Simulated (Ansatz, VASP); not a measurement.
**Two plane-wave programs on Al2BN3**

```
Al B N
1.0
     5.37134    0.00000    0.00000
    -2.68567    4.65172    0.00000
     0.00000    0.00000    2.48484
Al B N
2 1 3
Direct
  0.33333 0.66667 0.00000
  0.66667 0.33333 0.00000
  0.00000 0.00000 0.00000
  0.50000 0.00000 0.50000
  0.00000 0.50000 0.50000
  0.50000 0.50000 0.50000
```

Change from the starting cell: species swapped into the CeZn2Ni3 type (P6/mmm, No. 191).

Alike in both runs: functional PBE; k mesh 6 × 6 × 6; occupations gaussian, width 0.1 eV; no spin polarisation.

Ansatz relaxed the structure, and its values are those at the end. VASP's run is a single point on that final structure, the one shown.

|  | VASP | Ansatz |
| --- | --- | --- |
| version | VASP 6.6.1 | Ansatz 0.2.0 |
| potentials or method | VASP PAW PBE potentials, release 64 (Al, B, N), cutoff 520 eV | scalar-relativistic, plane waves, PAW |
| valence electrons in the cell | 24 | 24 |

```csv
,VASP,Ansatz,Ansatz less VASP
gap on the k mesh at the Fermi level (eV),none,none,-
pressure (GPa),-0.1,0.1,+0.24
```

A gap of «none» marks a metal or a gap that the smearing closes. With one functional, cell and mesh, what is left measures potentials, basis and numerics.

The k mesh is coarse, so the values compare programs but aren't converged.
